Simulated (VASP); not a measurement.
# Te (P6_3/mmc) in VASP: notebook, part 2 of 2

VASP 6.6.1. Earlier steps stand in the parts before.

**3. Relaxation of cell and atoms, PBE, target pressure 1.6 GPa, at which the enthalpy is minimised**

This run uses another cell than the first one, of 30.24 Å³/atom.

The input, INCAR:

```
PREC = Accurate
ENCUT = 600
EDIFF = 1E-7
ISMEAR = -1
SIGMA = 0.08
LREAL = False
LASPH = True
NELM = 60
ALGO = Normal
ISIF = 3
LWAVE = False
LCHARG = False
GGA = PE
IBRION = 2
NSW = 32
EDIFFG = -0.005
PSTRESS = 16.0
```

The input, KPOINTS:

```
Automatic mesh
0
Gamma
  13 13 7
```

The input, POSCAR:

```
Te
1.0
    3.9764415017      0.0000000000      0.0000000000
   -1.9882207509      3.4436993572      0.0000000000
    0.0000000000      0.0000000000      4.4169660972
Te
2
Direct
    0.3333333333      0.6666666667      0.2500000000
    0.6666666667      0.3333333333      0.7500000000
```

Potentials or basis: VASP PAW PBE potentials, release 64 (Te).

Started as:

```console
$ cat potpaw_PBE.64/Te/POTCAR > POTCAR
$ mpirun -np 1 vasp_std > vasp.out
```

OUTCAR:

```text
PREC = Accurate
   ENCUT = 600
   EDIFF = 1E-7
   ISMEAR = -1
   LREAL = False
   LASPH = True
   NELM = 60
   ISIF = 3
   GGA = PE
   IBRION = 2
   NSW = 32
   EDIFFG = -0.005
   PSTRESS = 16.0

 ion  position               nearest neighbor table
   1  0.333  0.667  0.250-   2 3.19   2 3.19   2 3.19   2 3.19   2 3.19   2 3.19
   2  0.667  0.333  0.750-   1 3.19   1 3.19   1 3.19   1 3.19   1 3.19   1 3.19

  LATTYP: Found a hexagonal cell.
 ALAT       =     3.9764415017
 C/A-ratio  =     1.1107836228

  Lattice vectors:

 A1 = (   3.9764415017,   0.0000000000,   0.0000000000)
 A2 = (  -1.9882207509,   3.4436993572,   0.0000000000)
 A3 = (   0.0000000000,   0.0000000000,   4.4169660972)

Analysis of symmetry for initial positions (statically):
=====================================================================
 Subroutine PRICEL returns:
 Original cell was already a primitive cell.

 Routine SETGRP: Setting up the symmetry group for a
 hexagonal supercell.

 Subroutine GETGRP returns: Found 24 space group operations
 (whereof 12 operations were pure point group operations)
 out of a pool of 24 trial point group operations.

The static configuration has the point symmetry D_3d.
 The point group associated with its full space group is D_6h.

Analysis of symmetry for dynamics (positions and initial velocities):
=====================================================================
 Subroutine PRICEL returns:
 Original cell was already a primitive cell.

 Routine SETGRP: Setting up the symmetry group for a
 hexagonal supercell.

 Subroutine GETGRP returns: Found 24 space group operations
 (whereof 12 operations were pure point group operations)
 out of a pool of 24 trial point group operations.

The dynamic configuration has the point symmetry D_3d.
 The point group associated with its full space group is D_6h.

 Subroutine INISYM returns: Found 24 space group operations
 (whereof 12 operations are pure point group operations),
 and found     1 'primitive' translations

----------------------------------------------------------------------------------------

                                     Primitive cell

  volume of cell :      60.4845

  direct lattice vectors                    reciprocal lattice vectors
     3.976441502  0.000000000  0.000000000     0.251481129  0.145192698  0.000000000
    -1.988220751  3.443699357  0.000000000     0.000000000  0.290385396  0.000000000
     0.000000000  0.000000000  4.416966097     0.000000000  0.000000000  0.226399745

  length of vectors
     3.976441502  3.976441502  4.416966097     0.290385396  0.290385396  0.226399745

  position of ions in fractional coordinates (direct lattice)
     0.333333333  0.666666667  0.250000000
     0.666666667  0.333333333  0.750000000

  ion indices of the primitive-cell ions
   primitive index   ion index
                 1           1
                 2           2

----------------------------------------------------------------------------------------

 KPOINTS: Automatic mesh

[... 50 lines left out ...]
   number of dos      NEDOS =    301   number of ions     NIONS =      2
   total plane-waves  NPLWV =  36864
   dimension x,y,z NGX =    32 NGY =   32 NGZ =   36
   dimension x,y,z NGXF=    64 NGYF=   64 NGZF=   72
   ions per type =               2
   NGX,Y,Z   is equivalent  to a cutoff of  13.38, 13.38, 13.55 a.u.
   NGXF,Y,Z  is equivalent  to a cutoff of  26.76, 26.76, 27.10 a.u.
 SYSTEM =  unknown system
   PREC   = accura    normal or accurate (medium, high low for compatibility)
   ISTART =      0    job   : 0-new  1-cont  2-samecut
   ICHARG =      2    charge: 1-file 2-atom 10-const
   ISPIN  =      1    spin polarized calculation?
   LNONCOLLINEAR =      F non collinear calculations
   LSORBIT =      F    spin-orbit coupling
   LASPH  =      T    aspherical Exc in radial PAW
   ENCUT  =  600.0 eV  44.10 Ry    6.64 a.u.   7.94  7.94  8.82*2*pi/ulx,y,z
   NELM   =     60;   NELMIN=  2; NELMDL= -5     # of ELM steps
   EDIFF  = 0.1E-06   stopping-criterion for ELM
   LREAL  =      F    real-space projection
   EDIFFG = -.5E-02   stopping-criterion for IOM
   NSW    =     32    number of steps for IOM
   IBRION =      2    ionic relax: 0-MD 1-quasi-New 2-CG
   NFREE  =      1    steps in history (QN), initial steepest desc. (CG)
   ISIF   =      3    stress and relaxation
   ISYM   =      2    0-nonsym 1-usesym 2-fastsym
   POTIM  = 0.5000    time-step for ionic-motion
   TEBEG  =    0.0;   TEEND  =   0.0 temperature during run
   PSTRESS=   16.0 pullay stress
   NELECT =      12.0000    total number of electrons
   NUPDOWN=      -1.0000    fix difference up-down
   EMIN   =  10.00;   EMAX   =-10.00  energy-range for DOS
   EFERMI =   0.00;   METHOD = LEGACY
   ISMEAR =    -1;   SIGMA  =   0.08  broadening in eV -4-tet -1-fermi 0-gaus
   EFERMI_NEDOS =   21; number of points for ismear=-14 and -15
   IALGO  =     38    algorithm
   IMIX   =      4    mixing-type and parameters
     AMIX     =   0.40;   BMIX     =  1.00
     AMIX_MAG =   1.60;   BMIX_MAG =  1.00
  volume/ion in A,a.u.               =      30.24       204.08
  Fermi-wavevector in a.u.,A,eV,Ry     =   0.954818  1.804344 12.404125  0.911677
  Thomas-Fermi vector in A             =   2.083599
   LORBIT       =      0    0 simple, 1 ext, 2 COOP (PROOUT), +10 PAW based schemes
   GGA     = PE    functional components
   LHFCALC =     F    Hartree Fock is set to
   AEXX    =    0.0000 exact exchange contribution
   IVDW    =     0    specifies the selected vdW correction
   LEPSILON=     F    determine dielectric tensor
   LRPA    =     F    only Hartree local field effects (RPA)
 conjugate gradient relaxation of ions
 non-spin polarized calculation
  energy-cutoff  :      600.00
  volume of cell :       60.48
 maximum number of plane-waves:      2040
 NGX is ok and might be reduce to    32
   NGX = 15   NGY = 15   NGZ = 17

--------------------------------------- Ionic step        1  -------------------------------------------

 number of electron      12.0000000 magnetization

 Free energy of the ion-electron system (eV)
  ---------------------------------------------------
  ext. energy  EPLUGINS =         0.00000000
  ---------------------------------------------------
  free energy    TOTEN  =        -5.94071331 eV

  energy without entropy =       -5.91723784  energy(sigma->0) =       -5.92897558

------------------------ aborting loop because EDIFF is reached ----------------------------------------

  FORCE on cell =-STRESS in cart. coord.  units (eV):
  Direction    XX          YY          ZZ          XY          YZ          ZX
  --------------------------------------------------------------------------------------
  -------------------------------------------------------------------------------------
  Total        0.5764508      0.5764508      0.5846406     -0.0000000      0.0000000      0.0000000
  in kB       15.2696443     15.2696443     15.4865837     -0.0000000      0.0000000      0.0000000
  external PRESSURE =      -0.6580426 kB  Pullay stress =      16.0000000 kB
[... 177 lines left out ...]
--------------------------------------- Ionic step        6  -------------------------------------------

 number of electron      12.0000000 magnetization

 Free energy of the ion-electron system (eV)
  ---------------------------------------------------
  ext. energy  EPLUGINS =         0.00000000
  ---------------------------------------------------
  free energy    TOTEN  =        -5.93959524 eV

  energy without entropy =       -5.91611828  energy(sigma->0) =       -5.92785676

 E-fermi :   7.2457     XC(G=0):  -9.7087

 val. band max:        7.2377265076   @ k =   0.0769   0.0000   0.4286
 cond. band min:       7.2851148253   @ k =   0.4615   0.0769   0.2857
 fundamental gap:      0.0473883177
 Fermi energy:         7.2456603510

 k-point     1 :       0.0000    0.0000    0.0000
  band No.  band energies     occupation
      1      -6.6321      2.00000
      2      -1.3937      2.00000
      3       2.4703      2.00000
      4       5.5587      2.00000
      5       5.5587      2.00000
      6       8.2843      0.00000
      7       8.2843      0.00000
      8      10.4492      0.00000
      9      10.8104      0.00000
     10      13.3074      0.00000
[... 287 lines left out ...]
 k-point    24 :       0.1538    0.0000    0.1429
  band No.  band energies     occupation
      1      -6.2480      2.00000
      2      -2.0810      2.00000
      3       2.9731      2.00000
      4       5.1969      2.00000
      5       5.2132      2.00000
      6       7.3345      0.49540
      7       8.5456      0.00000
      8       9.6744      0.00000
      9      11.7240      0.00000
     10      13.3611      0.00000

 [... further k-points ...]

------------------------ aborting loop because EDIFF is reached ----------------------------------------

  FORCE on cell =-STRESS in cart. coord.  units (eV):
  Direction    XX          YY          ZZ          XY          YZ          ZX
  --------------------------------------------------------------------------------------
  -------------------------------------------------------------------------------------
  Total        0.6031568      0.6031568      0.6027245     -0.0000000     -0.0000000      0.0000000
  in kB       16.0075121     16.0075121     15.9960405     -0.0000000     -0.0000000      0.0000000
  external PRESSURE =       0.0036882 kB  Pullay stress =      16.0000000 kB
[... 21 lines left out ...]
  energy  without entropy=       -5.9161182796  energy(sigma->0) =       -5.92785676

  enthalpy is  TOTEN    =        -5.3367215326 eV   P V=        0.6028737102

 reached required accuracy - stopping structural energy minimisation
```

OSZICAR:

```text
N       E                     dE             d eps       ncg     rms          rms(c)
DAV:   1     0.531646904202E+02    0.53165E+02   -0.52214E+03  1680   0.110E+03
DAV:   2    -0.313177381827E+01   -0.56296E+02   -0.54784E+02  2344   0.139E+02
[... 34 lines left out ...]
DAV:   4    -0.593985737004E+01   -0.26704E-07   -0.66071E-08  1036   0.213E-03
   5 F= -.53367151E+01 E0= -.53249803E+01  d E =-.678089E-05
       N       E                     dE             d eps       ncg     rms          rms(c)
DAV:   1    -0.593961464064E+01    0.24270E-03   -0.12838E-03  1802   0.212E-01    0.227E-02
DAV:   2    -0.593960181889E+01    0.12822E-04   -0.28421E-05  1760   0.386E-02    0.173E-02
DAV:   3    -0.593959515096E+01    0.66679E-05   -0.18032E-05  1756   0.229E-02    0.877E-03
DAV:   4    -0.593959524285E+01   -0.91884E-07   -0.37852E-07  1792   0.478E-03
   6 F= -.53367215E+01 E0= -.53249831E+01  d E =-.131683E-04
```

Wall time 3.7 min (1 thread of Oxide Virtual Turin-like, shared host); peak memory 0.19 GiB.

What came out:

- Free energy: -5.9396 eV
- Relaxed volume: 30.18 Å³/atom
- Relaxed cell: a = 3.971 Å, b = 3.971 Å, c = 4.420 Å, α = 90.00°, β = 90.00°, γ = 120.00°
- Space group after relaxing (to 0.1 Å): P6_3/mmc (No. 194)
- Energy change on relaxing (the run minimises the enthalpy): +0.6 meV/atom
- Ionic steps: 6
- Pressure after relaxing: 1.6 GPa
- Band gap on the k mesh: zero (bands 6 and 7 overlap by 2.28 eV)

Step by step:
```csv
step,energy change (eV),largest force (eV/Å),pressure (GPa),volume (Å³)
1,0.0000,0.0000,1.53,60.48
2,0.0011,0.0000,1.63,60.38
3,0.0008,0.0000,1.61,60.40
4,0.0007,0.0000,1.60,60.41
5,0.0009,0.0000,1.60,60.40
6,0.0011,0.0000,1.60,60.37
```

Final structure:
```
Te
1.0
     3.97139    0.00000    0.00000
    -1.98569    3.43932    0.00000
     0.00000    0.00000    4.41980
Te
2
Cartesian
  0.0000 2.2929 1.1049
  1.9857 1.1464 3.3148
```

Caveat: the cell is relaxed towards a set pressure, so the run minimises the enthalpy, not the energy; spin-orbit coupling is left out, which moves the levels of the heavy elements.

The gap in the log of VASP goes by the Fermi energy; the results here count the filled bands.